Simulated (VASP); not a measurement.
# Li2Se: single point with PBE

The system is Li2Se.

```
CELL_PARAMETERS angstrom
0.00000 3.00313 3.00313
3.00313 0.00000 3.00313
3.00313 3.00313 0.00000
ATOMIC_POSITIONS crystal
Li 0.75000 0.75000 0.75000
Li 0.25000 0.25000 0.25000
Se 0.00000 0.00000 0.00000
```

```json
{"Program": "VASP 6.6.1", "Task": "single point", "Functional": "PBE", "Potentials or basis": "VASP PAW PBE potentials, release 64 (Li_sv, Se)", "Cutoff": "750 eV", "k mesh": "6 × 6 × 6", "Occupations": "fermi-dirac, width 0.02 eV", "Spin": "no spin polarisation", "Dipole correction": "no", "Further INCAR settings": "ALGO = Normal; EDIFF = 1e-06; NBANDS = 13"}
```

| Item | Value |
| --- | --- |
| Pressure | -0.1 GPa |
| Band gap on the k mesh | 2.98 eV (least direct gap 3.38 eV) |

Levels at points of the mesh, in eV from the valence-band top:
| k point | band 4 | band 5 | band 6 | band 7 | band 8 | band 9 |
| --- | --- | --- | --- | --- | --- | --- |
| (0.00, 0.00, 0.00) | 0.00 | 0.00 | 0.00 | 3.38 | 5.62 | 5.62 |
| (0.50, 0.00, 0.00) | -2.90 | -0.52 | -0.52 | 5.10 | 5.96 | 5.96 |
| (0.50, 0.50, 0.00) | -2.28 | -1.43 | -1.43 | 2.98 | 6.16 | 10.31 |

Run time: 52 s on 1 thread of Intel Xeon 8259CL, with other jobs on the host, peak memory 0.24 GiB.

A k mesh can miss the band edges.
